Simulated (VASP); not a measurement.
# Cu12H in VASP: single point with PBE+D3(BJ)

Aim: the single point of Cu12H with PBE+D3(BJ).

Program: VASP 6.6.1. These are calculated values, not measurements. Logs are shortened: lines on timing, memory, paths and dates and some standing lists are left out, and cuts for length are marked.

**1. The cell of the first run**

The cell holds a slab with vacuum, 13 atoms: a = 5.038 Å, b = 5.038 Å, c = 20.662 Å, α = 90.00°, β = 90.00°, γ = 90.00°.

**2. Single point, PBE+D3(BJ)**

Contents of INCAR:

```
  PREC = Accurate
  ENCUT = 520
  EDIFF = 1E-7
  ISMEAR = 0
  SIGMA = 0.1
  LREAL = F
  LASPH = T
  NELM = 80
  ALGO = Normal
  ISIF = 2
  LWAVE = F
  LCHARG = F
  LDIPOL = T
  IDIPOL = 3
  DIPOL = 0.5 0.5 0.298
  GGA = PE
  IVDW = 12
  NBANDS = 78
```

Contents of KPOINTS:

```
Automatic mesh
0
Gamma
  5 5 1
```

Contents of POSCAR:

```
Cu12H
1.0
    5.0378287988      0.0000000000      0.0000000000
    0.0000000000      5.0378287988      0.0000000000
    0.0000000000      0.0000000000     20.6622829064
Cu H
12 1
Direct
    0.2500000000      0.2500000000      0.1935894508
    0.2500000000      0.7500000000      0.1935894508
    0.7500000000      0.2500000000      0.1935894508
    0.7500000000      0.7500000000      0.1935894508
    0.0000000000      0.0000000000      0.2797919997
    0.0000000000      0.5000000000      0.2797919997
    0.5000000000      0.0000000000      0.2797919997
    0.5000000000      0.5000000000      0.2797919997
    0.2500000000      0.2500000000      0.3659945486
    0.2500000000      0.7500000000      0.3659945486
    0.7500000000      0.2500000000      0.3659945486
    0.7500000000      0.7500000000      0.3659945486
    0.2500000000      0.2500000000      0.5160263730
```

Potentials or basis: VASP PAW PBE potentials, release 64 (Cu, H).

On the command line:

```console
$ cat potpaw_PBE.64/Cu/POTCAR potpaw_PBE.64/H/POTCAR > POTCAR
$ mpirun -np 1 vasp_std > vasp.out
```

OUTCAR:

```text
PREC = Accurate
   ENCUT = 520
   EDIFF = 1E-7
   ISMEAR = 0
   LREAL = F
   LASPH = T
   NELM = 80
   ISIF = 2
   GGA = PE
   IVDW = 12
 IVDW          = 12

 ion  position               nearest neighbor table
   1  0.250  0.250  0.194-   5 2.52   6 2.52   7 2.52   8 2.52   2 2.52   3 2.52   2 2.52   3 2.52

   2  0.250  0.750  0.194-   5 2.52   6 2.52   7 2.52   8 2.52   1 2.52   4 2.52   1 2.52   4 2.52

   3  0.750  0.250  0.194-   5 2.52   6 2.52   7 2.52   8 2.52   1 2.52   4 2.52   4 2.52   1 2.52
[... 15 lines left out ...]
  11  0.750  0.250  0.366-   5 2.52   6 2.52   7 2.52   8 2.52   9 2.52  12 2.52  12 2.52   9 2.52

  12  0.750  0.750  0.366-   5 2.52   6 2.52   7 2.52   8 2.52  10 2.52  11 2.52  11 2.52  10 2.52

  13  0.250  0.250  0.516-

  LATTYP: Found a simple tetragonal cell.
 ALAT       =     5.0378287988
 C/A-ratio  =     4.1014261762

  Lattice vectors:

 A1 = (   5.0378287988,   0.0000000000,   0.0000000000)
 A2 = (   0.0000000000,   5.0378287988,   0.0000000000)
 A3 = (   0.0000000000,   0.0000000000,  20.6622829064)

Analysis of symmetry for initial positions (statically):
=====================================================================
 Subroutine PRICEL returns:
 Original cell was already a primitive cell.

 Routine SETGRP: Setting up the symmetry group for a
 simple tetragonal supercell.

 Subroutine GETGRP returns: Found  8 space group operations
 (whereof  2 operations were pure point group operations)
 out of a pool of 16 trial point group operations.

The static configuration has the point symmetry C_1h.
 The point group associated with its full space group is C_4v.

Analysis of symmetry for dynamics (positions and initial velocities):
=====================================================================
 Subroutine PRICEL returns:
 Original cell was already a primitive cell.

 Routine SETGRP: Setting up the symmetry group for a
 simple tetragonal supercell.

 Subroutine GETGRP returns: Found  8 space group operations
 (whereof  2 operations were pure point group operations)
 out of a pool of 16 trial point group operations.

The dynamic configuration has the point symmetry C_1h.
 The point group associated with its full space group is C_4v.

 Subroutine INISYM returns: Found  8 space group operations
 (whereof  2 operations are pure point group operations),
 and found     1 'primitive' translations
[... 115 lines left out ...]
   IALGO  =     38    algorithm
   IMIX   =      4    mixing-type and parameters
     AMIX     =   0.40;   BMIX     =  1.00
     AMIX_MAG =   1.60;   BMIX_MAG =  1.00
  volume/ion in A,a.u.               =      40.34       272.22
  Fermi-wavevector in a.u.,A,eV,Ry     =   1.036264  1.958255 14.610517  1.073843
  Thomas-Fermi vector in A             =   2.170646
   LORBIT       =      0    0 simple, 1 ext, 2 COOP (PROOUT), +10 PAW based schemes
   GGA     = PE    functional components
   LHFCALC =     F    Hartree Fock is set to
   AEXX    =    0.0000 exact exchange contribution
   IVDW    =    12    specifies the selected vdW correction
   LEPSILON=     F    determine dielectric tensor
   LRPA    =     F    only Hartree local field effects (RPA)
 non-spin polarized calculation
 Gauss-broadening in eV      SIGMA  =   0.10
  energy-cutoff  :      520.00
  volume of cell :      524.40
 maximum number of plane-waves:     14177
 NGX is ok and might be reduce to    40
   NGX = 19   NGY = 19   NGZ = 77

 dipolmoment           0.000000      0.000000     -0.148652 electrons x Angstroem

 number of electron     132.9999976 magnetization

 dipolmoment           0.000000      0.000000      0.242435 electrons x Angstroem

 Free energy of the ion-electron system (eV)
  ---------------------------------------------------
  ext. energy  EPLUGINS =         0.00000000
  ---------------------------------------------------
  free energy    TOTEN  =       -40.80678588 eV

  energy without entropy =      -40.78143742  energy(sigma->0) =      -40.79411165

 E-fermi :  -1.7521     XC(G=0):  -4.5808

 val. band max:       -1.7577509396   @ k =   0.4000   0.4000   0.0000
 cond. band min:      -1.7327086149   @ k =   0.0000   0.0000   0.0000
 fundamental gap:      0.0250423247
 Fermi energy:        -1.7521042271

 k-point     1 :       0.0000    0.0000    0.0000
  band No.  band energies     occupation
      1     -10.3581      2.00000
      2      -7.7839      2.00000
      3      -6.7540      2.00000
      4      -6.7540      2.00000
      5      -6.5903      2.00000
      6      -6.5112      2.00000
[... 475 lines left out ...]
     77       4.4057      0.00000
     78       4.4367      0.00000

------------------------ aborting loop because EDIFF is reached ----------------------------------------

 vacuum level on the upper side and lower side of the slab       (xc-potential included)         0.758        -0.914

 Edisp (eV)   -4.43249

 E8    (eV) :    -1.9950

  FORCE on cell =-STRESS in cart. coord.  units (eV):
  Direction    XX          YY          ZZ          XY          YZ          ZX
  --------------------------------------------------------------------------------------
  -------------------------------------------------------------------------------------
  Total      -4.98621    -4.98621    -2.36631     0.00000     0.00000    -0.00000
  in kB     -15.23406   -15.23406    -7.22964     0.00000     0.00000    -0.00000
  external pressure =      -12.57 kB  Pullay stress =        0.00 kB

 VOLUME and BASIS-vectors are now :
 -----------------------------------------------------------------------------
  energy-cutoff  :      520.00
  volume of cell :      524.40
      direct lattice vectors                 reciprocal lattice vectors
     5.037828799  0.000000000  0.000000000     0.198498210  0.000000000  0.000000000
     0.000000000  5.037828799  0.000000000     0.000000000  0.198498210  0.000000000
     0.000000000  0.000000000 20.662282906     0.000000000  0.000000000  0.048397363

 POSITION                                       TOTAL-FORCE (eV/Angst)
 -----------------------------------------------------------------------------------
      1.25946      1.25946      4.00000         0.000000      0.000000     -0.032305
      1.25946      3.77837      4.00000         0.000000      0.000000     -0.039856
      3.77837      1.25946      4.00000         0.000000      0.000000     -0.039856
      3.77837      3.77837      4.00000         0.000000      0.000000     -0.046922
      0.00000      0.00000      5.78114         0.015333      0.015333      0.000615
      0.00000      2.51891      5.78114         0.015333     -0.015333      0.000615
      2.51891      0.00000      5.78114        -0.015333      0.015333      0.000615
      2.51891      2.51891      5.78114        -0.015333     -0.015333      0.000615
      1.25946      1.25946      7.56228         0.000000      0.000000      0.647629
      1.25946      3.77837      7.56228         0.000000      0.000000      0.183985
      3.77837      1.25946      7.56228         0.000000      0.000000      0.183985
      3.77837      3.77837      7.56228         0.000000      0.000000      0.045174
      1.25946      1.25946     10.66228         0.000000      0.000000     -0.904294
 -----------------------------------------------------------------------------------
    total drift:                               -0.000000      0.000000     -0.000318

  FREE ENERGIE OF THE ION-ELECTRON SYSTEM (eV)
  ---------------------------------------------------
  free  energy   TOTEN  =       -45.2392749434 eV

  energy  without entropy=      -45.2139264834  energy(sigma->0) =      -45.22660071

 vacuum level on the upper side and lower side of the slab         4.447         2.729
```

stdout:

```text
POSCAR found type information on POSCAR CuH
 POSCAR found :  2 types and      13 ions
 scaLAPACK will be used
 LDA part: xc-table for (Slater+PW92), standard interpolation
 POSCAR, INCAR and KPOINTS ok, starting setup
 FFT: planning ... GRIDC
 FFT: planning ... GRID_SOFT
 FFT: planning ... GRID
 WAVECAR not read
 entering main loop
```

Run time: 9.1 min. Hardware: 1 thread of Intel Xeon Platinum 8488C (Sapphire Rapids), shared host; peak memory 0.63 GiB.

What came out:

* Free energy: -45.2393 eV
* Largest force: 0.904 eV/Å
* Band gap on the k mesh: zero (an odd number of electrons rules out a gap without spin polarisation)
* Dispersion energy per atom: -0.341 eV

Forces in eV/Å, atoms in the order of the input:
```
Cu   0.000  0.000 -0.032
Cu   0.000  0.000 -0.040
Cu   0.000  0.000 -0.040
Cu   0.000  0.000 -0.047
Cu   0.015  0.015  0.001
Cu   0.015 -0.015  0.001
Cu  -0.015  0.015  0.001
Cu  -0.015 -0.015  0.001
Cu   0.000  0.000  0.648
Cu   0.000  0.000  0.184
Cu   0.000  0.000  0.184
Cu   0.000  0.000  0.045
H    0.000  0.000 -0.904
```

Levels at points of the mesh, in eV from the Fermi level:
```tsv
k point	band 65	band 66	band 67	band 68	band 69	band 70
(0.00, 0.00, 0.00)	-0.13	-0.05	-0.05	-0.03	0.02	0.02
```
